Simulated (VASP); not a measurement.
# WSe (Fm-3m) in VASP: single point with PBE+U

Aim: the single point of WSe with PBE+U.

Everything below comes from runs of VASP 6.6.1. Logs are shortened: lines on timing, memory, paths and dates and some standing lists are left out, and cuts for length are marked.

## (1) The cell of the first run

It takes space group Fm-3m (No. 225, cubic). The conventional cell has a = 5.342 Å, b = 5.342 Å, c = 5.342 Å, α = 90.00°, β = 90.00°, γ = 90.00°. W (site symmetry m-3m) has 6 Se at 2.67 Å within 3.5 Å. Within 3.5 Å of Se (site symmetry m-3m) lie 6 W at 2.67 Å.

## (2) Single point, PBE+U

INCAR

```
SYSTEM = WSe
PREC = Accurate
ENCUT = 520
EDIFF = 1E-6
ISMEAR = 0
SIGMA = 0.1
LREAL = .FALSE.
LASPH = .TRUE.
NELM = 150
ALGO = Normal
ISIF = 2
LWAVE = .FALSE.
LCHARG = .FALSE.
LMAXMIX = 4
LDAU = .TRUE.
LDAUTYPE = 2
LDAUL = 2 -1
LDAUU = 6.2 0
LDAUJ = 0 0
LDAUPRINT = 1
GGA = PE
NBANDS = 17
```

KPOINTS

```
regular mesh
0
G
  12 12 12
  0 0 0
```

POSCAR

```
WSe
1.0
    0.0000000000      2.6708732058      2.6708732058
    2.6708732058      0.0000000000      2.6708732058
    2.6708732058      2.6708732058      0.0000000000
W Se
1 1
Direct
    0.0000000000      0.0000000000      0.0000000000
    0.5000000000      0.5000000000      0.5000000000
```

Potentials or basis: VASP PAW PBE potentials, release 64 (W_sv, Se).

Run with:

```sh
cat potpaw_PBE.64/W_sv/POTCAR potpaw_PBE.64/Se/POTCAR > POTCAR
mpirun -np 1 vasp_std > vasp.out
```

OUTCAR:

```text
SYSTEM = WSe
   PREC = Accurate
   ENCUT = 520
   EDIFF = 1E-6
   ISMEAR = 0
   LREAL = .FALSE.
   LASPH = .TRUE.
   NELM = 150
   ISIF = 2
   GGA = PE

 ion  position               nearest neighbor table
   1  0.000  0.000  0.000-   2 2.67   2 2.67   2 2.67   2 2.67   2 2.67   2 2.67
   2  0.500  0.500  0.500-   1 2.67   1 2.67   1 2.67   1 2.67   1 2.67   1 2.67

  LATTYP: Found a face centered cubic cell.
 ALAT       =     5.3417464116

  Lattice vectors:

 A1 = (   0.0000000000,   2.6708732058,   2.6708732058)
 A2 = (   2.6708732058,   0.0000000000,   2.6708732058)
 A3 = (   2.6708732058,   2.6708732058,   0.0000000000)

Analysis of symmetry for initial positions (statically):
=====================================================================
 Subroutine PRICEL returns:
 Original cell was already a primitive cell.

 Routine SETGRP: Setting up the symmetry group for a
 face centered cubic supercell.

 Subroutine GETGRP returns: Found 48 space group operations
 (whereof 48 operations were pure point group operations)
 out of a pool of 48 trial point group operations.

The static configuration has the point symmetry O_h .

Analysis of symmetry for dynamics (positions and initial velocities):
=====================================================================
 Subroutine PRICEL returns:
 Original cell was already a primitive cell.

 Routine SETGRP: Setting up the symmetry group for a
 face centered cubic supercell.

 Subroutine GETGRP returns: Found 48 space group operations
 (whereof 48 operations were pure point group operations)
 out of a pool of 48 trial point group operations.

The dynamic configuration has the point symmetry O_h .

 Subroutine INISYM returns: Found 48 space group operations
 (whereof 48 operations are pure point group operations),
 and found     1 'primitive' translations

----------------------------------------------------------------------------------------

                                     Primitive cell

  volume of cell :      38.1057

  direct lattice vectors                    reciprocal lattice vectors
[... 139 lines left out ...]
  0.0000  0.0000  0.0000 -0.0000  0.1739

spin component  2

  0.4408  0.0000 -0.0000  0.0000  0.0000
  0.0000  0.4408 -0.0000  0.0000  0.0000
 -0.0000 -0.0000  0.1739 -0.0000  0.0000
  0.0000  0.0000 -0.0000  0.4408 -0.0000
  0.0000  0.0000  0.0000 -0.0000  0.1739

 occupancies and eigenvectors

  o =  0.1739  v =  0.0000 -0.0000 -0.0036  0.0000  1.0000  0.0000  0.0000  0.0000  0.0000  0.0000      0.0000  0.0000  0.0000  0.0000  0.0000  0.0000  0.0000  0.0000  0.0000  0.0000
  o =  0.1739  v =  0.0000  0.0000  0.0000  0.0000  0.0000  0.0000 -0.0000 -0.0036  0.0000  1.0000      0.0000  0.0000  0.0000  0.0000  0.0000  0.0000  0.0000  0.0000  0.0000  0.0000
  o =  0.1739  v =  0.0000  0.0000  0.0000  0.0000  0.0000  0.0000  0.0000  1.0000  0.0000  0.0036      0.0000  0.0000  0.0000  0.0000  0.0000  0.0000  0.0000  0.0000  0.0000  0.0000
  o =  0.1739  v =  0.0000  0.0000  1.0000  0.0000  0.0036  0.0000  0.0000  0.0000  0.0000  0.0000      0.0000  0.0000  0.0000  0.0000  0.0000  0.0000  0.0000  0.0000  0.0000  0.0000
  o =  0.4408  v =  0.0000 -0.9953  0.0000  0.0965 -0.0000  0.0000  0.0000  0.0000  0.0000  0.0000      0.0000  0.0000  0.0000  0.0000  0.0000  0.0000  0.0000  0.0000  0.0000  0.0000
  o =  0.4408  v =  0.0000  0.0000  0.0000  0.0000  0.0000  0.0000 -0.9953  0.0000  0.0965 -0.0000      0.0000  0.0000  0.0000  0.0000  0.0000  0.0000  0.0000  0.0000  0.0000  0.0000
  o =  0.4408  v =  0.0000  0.0000  0.0000  0.0000  0.0000  0.0000 -0.0965  0.0000 -0.9953  0.0000      0.0000  0.0000  0.0000  0.0000  0.0000  0.0000  0.0000  0.0000  0.0000  0.0000
  o =  0.4408  v =  0.0000 -0.0965  0.0000 -0.9953  0.0000  0.0000  0.0000  0.0000  0.0000  0.0000      0.0000  0.0000  0.0000  0.0000  0.0000  0.0000  0.0000  0.0000  0.0000  0.0000
  o =  0.4408  v =  1.0000  0.0000  0.0000  0.0000  0.0000  0.0000  0.0000  0.0000  0.0000  0.0000      0.0000  0.0000  0.0000  0.0000  0.0000  0.0000  0.0000  0.0000  0.0000  0.0000
  o =  0.4408  v =  0.0000  0.0000  0.0000  0.0000  0.0000  1.0000  0.0000  0.0000  0.0000  0.0000      0.0000  0.0000  0.0000  0.0000  0.0000  0.0000  0.0000  0.0000  0.0000  0.0000

 number of electron      20.0000002 magnetization

 Free energy of the ion-electron system (eV)
  ---------------------------------------------------
  ext. energy  EPLUGINS =         0.00000000
  ---------------------------------------------------
  free energy    TOTEN  =        -7.17476315 eV

  energy without entropy =       -7.15142431  energy(sigma->0) =       -7.16309373

 E-fermi :   8.7999     XC(G=0): -11.6325

 val. band max:        8.7978389900   @ k =  -0.3333   0.4167   0.0833
 cond. band min:       8.8011137116   @ k =  -0.4167   0.0833   0.0000
 fundamental gap:      0.0032747216
 Fermi energy:         8.7999301407

 k-point     1 :       0.0000    0.0000    0.0000
  band No.  band energies     occupation
      1     -66.5847      2.00000
      2     -30.7514      2.00000
      3     -30.7514      2.00000
      4     -30.7514      2.00000
      5      -7.4911      2.00000
      6       6.0262      2.00000
[... 457 lines left out ...]
      4     -30.7606      2.00000
      5      -5.8955      2.00000
      6       0.6780      2.00000
[... 9 lines left out ...]
     16      16.1303      0.00000
     17      16.9035      0.00000

 [... further k-points ...]

------------------------ aborting loop because EDIFF is reached ----------------------------------------

  FORCE on cell =-STRESS in cart. coord.  units (eV):
  Direction    XX          YY          ZZ          XY          YZ          ZX
  --------------------------------------------------------------------------------------
  -------------------------------------------------------------------------------------
  Total        0.0225052      0.0225052      0.0225052      0.0000000      0.0000000      0.0000000
  in kB        0.9462466      0.9462466      0.9462466      0.0000000      0.0000000      0.0000000
  external PRESSURE =       0.9462466 kB  Pullay stress =       0.0000000 kB

 VOLUME and BASIS-vectors are now :
 -----------------------------------------------------------------------------
  energy-cutoff  :      520.00
  volume of cell :       38.11
      direct lattice vectors                 reciprocal lattice vectors
     0.000000000  2.670873206  2.670873206    -0.187204694  0.187204694  0.187204694
     2.670873206  0.000000000  2.670873206     0.187204694 -0.187204694  0.187204694
     2.670873206  2.670873206  0.000000000     0.187204694  0.187204694 -0.187204694

 POSITION                                       TOTAL-FORCE (eV/Angst)
 -----------------------------------------------------------------------------------
      0.00000      0.00000      0.00000        -0.000000      0.000000     -0.000000
      2.67087      2.67087      2.67087         0.000000     -0.000000      0.000000
 -----------------------------------------------------------------------------------
    total drift:                               -0.000000      0.000000      0.000000

  FREE ENERGIE OF THE ION-ELECTRON SYSTEM (eV)
  ---------------------------------------------------
  free  energy   TOTEN  =        -7.1747631455 eV

  energy  without entropy=       -7.1514243103  energy(sigma->0) =       -7.16309373
```

stdout:

```text
POSCAR found type information on POSCAR W Se
 POSCAR found :  2 types and       2 ions
 scaLAPACK will be used
 LDA part: xc-table for (Slater+PW92), standard interpolation
 POSCAR, INCAR and KPOINTS ok, starting setup
 FFT: planning ... GRIDC
 FFT: planning ... GRID_SOFT
 FFT: planning ... GRID
 WAVECAR not read
 entering main loop
```

Wall time 26 s (1 thread of Intel Xeon 6975P-C (Granite Rapids), shared host); peak memory 0.18 GiB.

Results:

```yaml
Free_energy: -7.1748 eV
Pressure: 0.1 GPa
Band_gap_on_the_k_mesh: zero (band 10 reaches 9.14 eV, above the bottom of band 11 at 6.65 eV)
```

Eigenvalues of the final occupation matrices:
```csv
site,spin,trace,eigenvalues
site 1 d,1,1.67,0.17 0.17 0.44 0.44 0.44
site 1 d,2,1.67,0.17 0.17 0.44 0.44 0.44
```

Caveat: spin-orbit coupling is left out, which moves the levels of the heavy elements; U without spin polarisation on a metal has little footing.
